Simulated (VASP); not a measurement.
Here is a VASP 6.6.1 calculation.

POSCAR

```
Al
1.0
   -1.5912186900      1.5912186900      1.5912186900
    1.5912186900     -1.5912186900      1.5912186900
    1.5912186900      1.5912186900     -1.5912186900
Al
1
Direct
    0.0000000000      0.0000000000      0.0000000000
```

Contents of INCAR.step1:

```
PREC = Accurate
ENCUT = 550
ISMEAR = 1
SIGMA = 0.25
LREAL = False
LASPH = True
NELM = 120
NBANDS = 8
GGA = PE
ALGO = Normal
EDIFF = 1E-5
LWAVE = True
LCHARG = False
GGA_COMPAT = False
```

Contents of INCAR.step2:

```
PREC = Accurate
ENCUT = 550
EDIFF = 1E-6
ISMEAR = 1
SIGMA = 0.25
LREAL = False
LASPH = True
NELM = 120
ALGO = Normal
ISIF = 2
LWAVE = False
LCHARG = False
METAGGA = R2SCAN
LMIXTAU = True
NBANDS = 8
ISTART = 1
GGA_COMPAT = False
```

File KPOINTS:

```
regular mesh
0
Gamma
  15 15 15
```

Potentials or basis: VASP PAW PBE potentials, release 64 (Al).

Run with:

```console
$ cat potpaw_PBE.64/Al/POTCAR > POTCAR
$ cp INCAR.step1 INCAR
$ mpirun -np 1 vasp_std > vasp.out
$ cp INCAR.step2 INCAR
$ mpirun -np 1 vasp_std > vasp.out
```

(1) Predict the pressure.

(2) What does it give for the band gap on the k mesh?

Results:

(1) 0.1 GPa.

(2) zero (an odd number of electrons rules out a gap without spin polarisation).

Caveat: the PAW data sets were made with another functional, which shifts forces and pressure a little.
